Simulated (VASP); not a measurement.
A run of VASP 6.6.1 is set up as follows.

Contents of INCAR:

```
SYSTEM = Rh
ALGO = Normal
EDIFF = 1E-6
ENCUT = 520
GGA = PE
ISIF = 2
ISMEAR = -1
LASPH = .TRUE.
LCHARG = .TRUE.
LELF = .TRUE.
LREAL = .FALSE.
LVHAR = .TRUE.
LWAVE = .FALSE.
NBANDS = 14
NELM = 80
PREC = Accurate
SIGMA = 0.1
```

The input KPOINTS:

```
k-points
0
G
  17 17 15
  0 0 0
```

File POSCAR:

```
Rh
1.0
    2.3328760865      0.0000000000      0.0000000000
   -1.1664380432      2.0203299548      0.0000000000
    0.0000000000      0.0000000000      2.2148519904
Rh
1
Direct
    0.0000000000      0.0000000000      0.0000000000
```

Potentials or basis: VASP PAW PBE potentials, release 64 (Rh_pv).

Run with:

```sh
$ cat potpaw_PBE.64/Rh_pv/POTCAR > POTCAR
$ mpirun -np 1 vasp_std > vasp.out
```

(1) Predict the pressure.

Results:

(1) 210.1 GPa.
